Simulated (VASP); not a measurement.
# Pd (P6_3/mmc) in VASP: notebook

Pd is run at these levels: PBE; tasks: single point, relaxation of shape and atoms at fixed volume.

All numbers are computed with VASP 6.6.1; they aren't measurements. Logs are shortened: lines on timing, memory, paths and dates and some standing lists are left out, and cuts for length are marked.

### Step 1. The cell of the first run

Symmetry: P6_3/mmc, No. 194, hexagonal system. Conventional cell: a = 2.777 Å, b = 2.777 Å, c = 4.621 Å, α = 90.00°, β = 90.00°, γ = 120.00°. Within 3.7 Å of Pd (site symmetry -6m2) lie 12 Pd at 2.78 to 2.81 Å.

This isn't the form of Pd at room conditions, which is fcc.

### Step 2. Single point, PBE, collinear spin

The input, INCAR:

```
PREC     = Accurate       # precision mode
ENCUT    = 500            # plane-wave cutoff, eV
EDIFF    = 1E-6           # SCF threshold, eV
ISMEAR   = 0              # smearing method
SIGMA    = 0.15           # smearing width, eV
LREAL    = F              # projectors in reciprocal space
LASPH    = T              # aspherical terms in the spheres
NELM     = 200            # most SCF steps
ALGO     = Normal         # electronic algorithm
ISIF     = 2              # what is computed and relaxed
LWAVE    = F              # write WAVECAR
LCHARG   = F              # write CHGCAR
ISPIN    = 2              # spin polarisation
MAGMOM   = 0.41 0.41      # initial moments
LORBIT   = 11             # projections on sites
LMAXMIX  = 4              # l up to which the mixer works
GGA      = PE             # functional
NBANDS   = 21             # bands
GGA_COMPAT= F
```

The input, KPOINTS:

```
Automatic mesh
0
Gamma
  24 24 14
```

The input, POSCAR:

```
Pd
1.0
    2.7766833193      0.0000000000      0.0000000000
   -1.3883416596      2.4046782928      0.0000000000
    0.0000000000      0.0000000000      4.6208660009
Pd
2
Direct
    0.6666666667      0.3333333333      0.7500000000
    0.3333333333      0.6666666667      0.2500000000
```

Potentials or basis: VASP PAW PBE potentials, release 64 (Pd).

Launch:

```
cat potpaw_PBE.64/Pd/POTCAR > POTCAR
mpirun -np 1 vasp_std > vasp.out
```

OUTCAR:

```text
PREC = Accurate
   ENCUT = 500
   EDIFF = 1E-6
   ISMEAR = 0
   LREAL = F
   LASPH = T
   NELM = 200
   ISIF = 2
   ISPIN = 2
   LORBIT = 11
   GGA = PE

 ion  position               nearest neighbor table
   1  0.667  0.333  0.750-   2 2.81   2 2.81   2 2.81   2 2.81   2 2.81   2 2.81
   2  0.333  0.667  0.250-   1 2.81   1 2.81   1 2.81   1 2.81   1 2.81   1 2.81

  LATTYP: Found a hexagonal cell.
 ALAT       =     2.7766833193
 C/A-ratio  =     1.6641674507

  Lattice vectors:

 A1 = (   2.7766833193,   0.0000000000,   0.0000000000)
 A2 = (  -1.3883416596,   2.4046782928,   0.0000000000)
 A3 = (   0.0000000000,   0.0000000000,   4.6208660009)

Analysis of symmetry for initial positions (statically):
=====================================================================
 Subroutine PRICEL returns:
 Original cell was already a primitive cell.

 Routine SETGRP: Setting up the symmetry group for a
 hexagonal supercell.

 Subroutine GETGRP returns: Found 24 space group operations
 (whereof 12 operations were pure point group operations)
 out of a pool of 24 trial point group operations.

The static configuration has the point symmetry D_3d.
 The point group associated with its full space group is D_6h.

Analysis of symmetry for dynamics (positions and initial velocities):
=====================================================================
 Subroutine PRICEL returns:
 Original cell was already a primitive cell.

 Routine SETGRP: Setting up the symmetry group for a
 hexagonal supercell.

 Subroutine GETGRP returns: Found 24 space group operations
 (whereof 12 operations were pure point group operations)
 out of a pool of 24 trial point group operations.

The dynamic configuration has the point symmetry D_3d.
 The point group associated with its full space group is D_6h.

Analysis of structural, dynamic, and magnetic symmetry:
=====================================================================
 Subroutine PRICEL returns:
 Original cell was already a primitive cell.

 Routine SETGRP: Setting up the symmetry group for a
 hexagonal supercell.

 Subroutine GETGRP returns: Found 24 space group operations
 (whereof 12 operations were pure point group operations)
 out of a pool of 24 trial point group operations.

The overall configuration has the point symmetry D_3d.
 The point group associated with its full space group is D_6h.

 Subroutine INISYM returns: Found 24 space group operations
[... 111 lines left out ...]
   EFERMI =   0.00;   METHOD = LEGACY
   ISMEAR =     0;   SIGMA  =   0.15  broadening in eV -4-tet -1-fermi 0-gaus
   EFERMI_NEDOS =   21; number of points for ismear=-14 and -15
   IALGO  =     38    algorithm
   IMIX   =      4    mixing-type and parameters
     AMIX     =   0.40;   BMIX     =  1.00
     AMIX_MAG =   1.60;   BMIX_MAG =  1.00
  volume/ion in A,a.u.               =      15.43       104.11
  Fermi-wavevector in a.u.,A,eV,Ry     =   1.416824  2.677409 27.312205  2.007390
  Thomas-Fermi vector in A             =   2.538118
   LORBIT       =     11    0 simple, 1 ext, 2 COOP (PROOUT), +10 PAW based schemes
   GGA     = PE    functional components
   LHFCALC =     F    Hartree Fock is set to
   AEXX    =    0.0000 exact exchange contribution
   IVDW    =     0    specifies the selected vdW correction
   LEPSILON=     F    determine dielectric tensor
   LRPA    =     F    only Hartree local field effects (RPA)
 spin polarized calculation
 Gauss-broadening in eV      SIGMA  =   0.15
  energy-cutoff  :      500.00
  volume of cell :       30.85
 maximum number of plane-waves:       801
   NGX = 11   NGY = 11   NGZ = 17

 number of electron      20.0000004 magnetization       0.5689890

 Free energy of the ion-electron system (eV)
  ---------------------------------------------------
  ext. energy  EPLUGINS =         0.00000000
  ---------------------------------------------------
  free energy    TOTEN  =       -10.40035397 eV

  energy without entropy =      -10.34933587  energy(sigma->0) =      -10.37484492

 E-fermi :   9.0699     XC(G=0): -12.9042

 val. band max:        9.0691418388   @ k =   0.2500   0.2083   0.4286
 cond. band min:       9.0699887694   @ k =   0.1250   0.0417   0.4286
 fundamental gap:      0.0008469306
 Fermi energy:         9.0699225358

 spin component 1

 k-point     1 :       0.0000    0.0000    0.0000
  band No.  band energies     occupation
      1       2.2391      1.00000
      2       4.0072      1.00000
      3       6.1963      1.00000
      4       6.3964      1.00000
      5       6.3964      1.00000
      6       6.7232      1.00000
[... 565 lines left out ...]
     20      30.4739      0.00000
     21      35.3027      0.00000

 [... further k-points ...]

 spin component 2

 k-point     1 :       0.0000    0.0000    0.0000
  band No.  band energies     occupation
      1       2.2541      1.00000
      2       4.1531      1.00000
      3       6.4185      1.00000
      4       6.6059      1.00000
      5       6.6059      1.00000
      6       6.9388      1.00000
[... 565 lines left out ...]
     20      30.5283      0.00000
     21      35.5537      0.00000

 [... further k-points ...]
[... 5 lines left out ...]
  --------------------------------------------------------------------------------------
  -------------------------------------------------------------------------------------
  Total       -0.0556471     -0.0556471     -0.0541915     -0.0000000     -0.0000000      0.0000000
  in kB       -2.8896571     -2.8896571     -2.8140729     -0.0000000     -0.0000000      0.0000000
  external PRESSURE =      -2.8644624 kB  Pullay stress =       0.0000000 kB

 VOLUME and BASIS-vectors are now :
 -----------------------------------------------------------------------------
  energy-cutoff  :      500.00
  volume of cell :       30.85
      direct lattice vectors                 reciprocal lattice vectors
     2.776683319  0.000000000  0.000000000     0.360141898  0.207928022  0.000000000
    -1.388341660  2.404678293  0.000000000     0.000000000  0.415856043  0.000000000
     0.000000000  0.000000000  4.620866001     0.000000000  0.000000000  0.216409651

 POSITION                                       TOTAL-FORCE (eV/Angst)
 -----------------------------------------------------------------------------------
      1.38834      0.80156      3.46565         0.000000      0.000000      0.000000
     -0.00000      1.60312      1.15522        -0.000000      0.000000      0.000000
 -----------------------------------------------------------------------------------
    total drift:                                0.000000     -0.000000      0.000000

  FREE ENERGIE OF THE ION-ELECTRON SYSTEM (eV)
  ---------------------------------------------------
  free  energy   TOTEN  =       -10.4003539693 eV

  energy  without entropy=      -10.3493358721  energy(sigma->0) =      -10.37484492

 total charge

# of ion       s       p       d       tot
------------------------------------------
    1        0.465   0.431   8.457   9.353
    2        0.465   0.431   8.457   9.353
--------------------------------------------------
tot          0.930   0.862  16.914  18.707

 magnetization (x)

# of ion       s       p       d       tot
------------------------------------------
    1       -0.002  -0.006   0.294   0.286
    2       -0.002  -0.006   0.294   0.286
--------------------------------------------------
tot         -0.003  -0.013   0.587   0.571
```

stdout:

```text
POSCAR found type information on POSCAR Pd
 POSCAR found :  1 types and       2 ions
 scaLAPACK will be used
 LDA part: xc-table for (Slater+PW92), standard interpolation
 POSCAR, INCAR and KPOINTS ok, starting setup
 FFT: planning ... GRIDC
 FFT: planning ... GRID_SOFT
 FFT: planning ... GRID
 WAVECAR not read
 entering main loop
```

Wall time 2.8 min (1 thread of Intel Xeon 6975P-C (Granite Rapids), shared host); peak memory 0.47 GiB.

What came out:

* Free energy: -10.4004 eV
* Pressure: -0.3 GPa
* Net moment: 0.57 μB per cell
* Site moments: Pd +0.29 μB
* Valence electrons inside the program's atomic spheres: Pd 9.35

### Step 3. Relaxation of shape and atoms at fixed volume, PBE, collinear spin (14.96 Å³/atom)

This run uses another cell than the first one, of 14.96 Å³/atom.

The input, INCAR:

```
ALGO = Normal ; EDIFF = 1E-7
EDIFFG = -0.01 ; ENCUT = 600
GGA = PE ; IBRION = 2
ISIF = 4 ; ISMEAR = 0
ISPIN = 2 ; LASPH = True
LCHARG = False ; LMAXMIX = 4
LORBIT = 11 ; LREAL = False
LWAVE = False ; MAGMOM = 0.41 0.41
NELM = 150 ; NSW = 50
PREC = Accurate ; SIGMA = 0.1
```

The input, KPOINTS:

```
k-points
0
Gamma
  18 18 10
```

The input, POSCAR:

```
Pd
1.0
    2.7486340953      0.0000000000      0.0000000000
   -1.3743170477      2.3803869523      0.0000000000
    0.0000000000      0.0000000000      4.5741873954
Pd
2
Direct
    0.6666666667      0.3333333333      0.7500000000
    0.3333333333      0.6666666667      0.2500000000
```

Potentials or basis: VASP PAW PBE potentials, release 64 (Pd).

Launch:

```
cat potpaw_PBE.64/Pd/POTCAR > POTCAR
mpirun -np 1 vasp_std > vasp.out
```

It took 5.2 min on 1 thread of Oxide Virtual Turin-like, shared host; peak memory 0.27 GiB.

Results (log left out):

```
Free energy                                           : -10.3749 eV
Pressure after relaxing                               : 5.1 GPa
Net moment                                            : 0.69 μB per cell
Site moments                                          : Pd +0.34 μB
Valence electrons inside the program's atomic spheres : Pd 9.41
```

Final structure:
```yaml
crystal:
  lattice:
    - [2.74863, 0.00000, 0.00000]
    - [-1.37432, 2.38039, 0.00000]
    - [0.00000, 0.00000, 4.57419]
  atoms:
    - { symbol: Pd, position: [0.66667, 0.33333, 0.75000] }
    - { symbol: Pd, position: [0.33333, 0.66667, 0.25000] }
```

Levels at points of the mesh, in eV from the Fermi level:
Spin up:
```tsv
k point	band 8	band 9	band 10	band 11	band 12	band 13
(0.00, 0.00, 0.00)	-1.79	-1.79	-0.39	-0.39	0.86	6.81
(0.50, 0.00, 0.00)	-0.15	-0.12	0.04	2.50	4.44	9.58
(0.00, 0.00, 0.50)	-2.87	-0.84	-0.84	-0.84	-0.84	13.95
(0.50, 0.00, 0.50)	-0.61	-0.04	-0.04	2.61	2.61	8.09
```
Spin down:
```tsv
k point	band 6	band 7	band 8	band 9	band 10	band 11	band 12	band 13	band 14
(0.00, 0.00, 0.00)	-2.22	-2.22	-1.55	-1.55	-0.14	-0.14	0.86	6.99	17.10
(0.50, 0.00, 0.00)	-2.00	-1.67	0.13	0.15	0.34	2.65	4.58	9.66	9.93
(0.00, 0.00, 0.50)	-2.62	-2.62	-2.62	-0.59	-0.59	-0.59	-0.59	14.02	14.02
(0.50, 0.00, 0.50)	-1.43	-0.35	-0.35	0.26	0.26	2.66	2.66	8.23	8.23
```
